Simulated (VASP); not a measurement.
Wanted: the native input for a VASP 6.6.1 run.

* Task: single point
* Functional: revPBE
* Potentials or basis: VASP PAW PBE potentials, release 64 (W_sv)
* Cutoff: 500 eV
* k mesh: 10 × 10 × 10
* Occupations: fermi-dirac, width 0.05 eV
* Spin: no spin polarisation
* Dipole correction: no
* Further INCAR settings: ALGO = Normal; EDIFF = 1e-06; NBANDS = 13

The structure of W lies in POSCAR:

```
W
1.0
   -1.5967111655      1.5967111655      1.5967111655
    1.5967111655     -1.5967111655      1.5967111655
    1.5967111655      1.5967111655     -1.5967111655
W
1
Direct
    0.0000000000      0.0000000000      0.0000000000
```

One way to write it, as run:

INCAR

```
ALGO = Normal ; EDIFF = 1E-6
ENCUT = 500 ; GGA = RE
GGA_COMPAT = False ; ISIF = 2
ISMEAR = -1 ; LASPH = True
LCHARG = False ; LREAL = False
LWAVE = False ; NBANDS = 13
NELM = 120 ; PREC = Accurate
SIGMA = 0.05
```

KPOINTS

```
k-points
0
Gamma
  10 10 10
```

Potentials or basis: VASP PAW PBE potentials, release 64 (W_sv).

Launch:

```console
$ cat potpaw_PBE.64/W_sv/POTCAR > POTCAR
$ mpirun -np 1 vasp_std > vasp.out
```

It gave:

```yaml
Pressure: 0.4 GPa
Band_gap_on_the_k_mesh: zero (bands 7 and 8 overlap by 6.15 eV)
```

Caveat: the PAW data sets were made with another functional, which shifts forces and pressure a little; spin-orbit coupling is left out, which moves the levels of the heavy elements.

Wall time 4.2 s on 1 thread of AMD EPYC 9R45 96-Core Processor (Zen 5), with other jobs on the host, peak memory 0.1 GiB.
